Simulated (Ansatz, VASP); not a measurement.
## Two plane-wave programs on InSb

```
In Sb
1.0
     5.42749    0.00000    0.00000
     0.00000    5.78717    0.00000
     0.00000    0.00000    3.10331
In Sb
2 2
Direct
  0.00000 0.00000 0.17224
  0.50000 0.50000 0.82776
  0.50000 0.00000 0.71496
  0.00000 0.50000 0.28504
```

Change from the starting cell: volume scaled by 1.04, ions relaxed.

Alike in both runs: functional PBE; k mesh 9 × 8 × 15; occupations fermi-dirac, width 0.05 eV; no spin polarisation.

Ansatz relaxed the structure, and its values are those at the end. VASP's run is a single point on that final structure, the one shown.

|  | VASP | Ansatz |
| --- | --- | --- |
| version | VASP 6.6.1 | Ansatz 0.2.0 |
| potentials or method | VASP PAW PBE potentials, release 64 (In_d, Sb) | plane-wave PAW, scalar-relativistic |
| plane-wave cutoff (eV) | 520 | 420 |
| valence electrons in the cell | 36 | 56 |

```tsv
	VASP	Ansatz	Ansatz less VASP
pressure (GPa)	9.7	9.8	+0.01
rms of the force components (eV/Å)	0.006	0.006	+0.0004
```

VASP's potentials hold 36 valence electrons a cell and Ansatz's 56, so a difference there can come from the potentials and not from the codes. Ansatz's warnings: stress scf threshold loose.

Spin-orbit coupling is off throughout.
